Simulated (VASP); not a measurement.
# GaCuSe2: single point with PBEsol

Crystal: GaCuSe2.

```
Cu Ga Se
1.0
     1.84065    1.06270   12.13443
    -1.84065    1.06270   12.13443
     0.00000   -2.12540   12.13443
Cu Ga Se
2 2 4
Direct
  0.87149 0.87149 0.87149
  0.12851 0.12851 0.12851
  0.37860 0.37860 0.37860
  0.62140 0.62140 0.62140
  0.50000 0.50000 0.50000
  0.75428 0.75428 0.75428
  0.00000 0.00000 0.00000
  0.24572 0.24572 0.24572
```

| Property | Result |
| --- | --- |
| Program | VASP 6.6.1 |
| Task | single point |
| Functional | PBEsol |
| Potentials or basis | VASP PAW PBE potentials, release 64 (Cu, Ga_d, Se) |
| Cutoff | 520 eV |
| k mesh | 6 × 6 × 6 |
| Occupations | fermi-dirac, width 0.03 eV |
| Spin | no spin polarisation |
| Dipole correction | no |
| Further INCAR settings | ALGO = Normal; EDIFF = 1e-06; NBANDS = 46 |

- Pressure: 0.3 GPa
- Largest force: 0.024 eV/Å
- Band gap on the k mesh: zero (bands 36 and 37 overlap by 0.90 eV)

Forces in eV/Å, atoms in the order of the input:
```
Cu   0.000  0.000 -0.015
Cu   0.000  0.000  0.015
Ga   0.000  0.000  0.005
Ga   0.000  0.000 -0.005
Se   0.000  0.000  0.000
Se   0.000  0.000 -0.024
Se   0.000  0.000  0.000
Se   0.000  0.000  0.024
```

Levels at points of the mesh, in eV from the Fermi level:
```
           k point  band 33  band 34  band 35  band 36  band 37  band 38  band 39  band 40
(0.00, 0.00, 0.00)    -0.60    -0.60    -0.07     0.53     0.53     2.37     2.44     3.67
(0.50, 0.00, 0.00)    -1.55    -1.27    -1.14    -0.51    -0.22    -0.08     2.58     3.00
(0.50, 0.50, 0.00)    -2.07    -1.65    -1.57     0.06     0.19     0.60     1.57     2.39
(0.50, 0.50, 0.50)    -0.57    -0.57     0.52     0.52     0.98     1.79     2.64     3.55
```

Wall time 35 min on 1 thread of Intel(R) Xeon(R) 6975P-C (Granite Rapids), on a shared host, peak memory 1.6 GiB.

Caveat: the PAW data sets were made with another functional, which shifts forces and pressure a little. With open d or f shells a metallic result of PBEsol can be an artefact of self-interaction; +U or a hybrid may open a gap.
